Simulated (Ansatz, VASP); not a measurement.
Si3Bi2TeSe2: VASP beside Ansatz

```
CELL_PARAMETERS angstrom
5.36306 0.00000 0.00000
-2.68153 4.64455 0.00000
0.00000 0.00000 8.99442
ATOMIC_POSITIONS crystal
Si 0.50000 0.00000 0.00000
Si 0.00000 0.50000 0.00000
Si 0.50000 0.50000 0.00000
Bi 0.33333 0.66667 0.44109
Bi 0.66667 0.33333 0.55891
Te 0.00000 0.00000 0.00000
Se 0.00000 0.00000 0.31290
Se 0.00000 0.00000 0.68710
```

Alike in both runs: functional PBE; k mesh 3 × 3 × 2; occupations gaussian, width 0.15 eV; no spin polarisation.

Ansatz relaxed the structure, and its values are those at the end. VASP's run is a single point on that final structure, the one shown.

```csv
,VASP,Ansatz
version,VASP 6.6.1,Ansatz 0.2.0
potentials or method,"VASP PAW PBE potentials, release 64 (Si, Bi_d, Te, Se), cutoff 500 eV","scalar-relativistic, plane waves, PAW"
valence electrons in the cell,60,90
```

```csv
,VASP,Ansatz,Ansatz less VASP
gap on the k mesh at the Fermi level (eV),none,none,-
pressure (GPa),-0.2,-0.2,0.00
rms of the force components (eV/Å),0.023,0.023,-0.0007
```

A gap of «none» marks a metal or a gap that the smearing closes. The functional is the same, so the differences come from potentials, cutoffs and numerics. VASP's potentials hold 60 valence electrons a cell and Ansatz's 90, so a difference there can come from the potentials and not from the codes.

The k mesh is coarse, so the values compare programs but aren't converged. Spin-orbit coupling is off throughout.
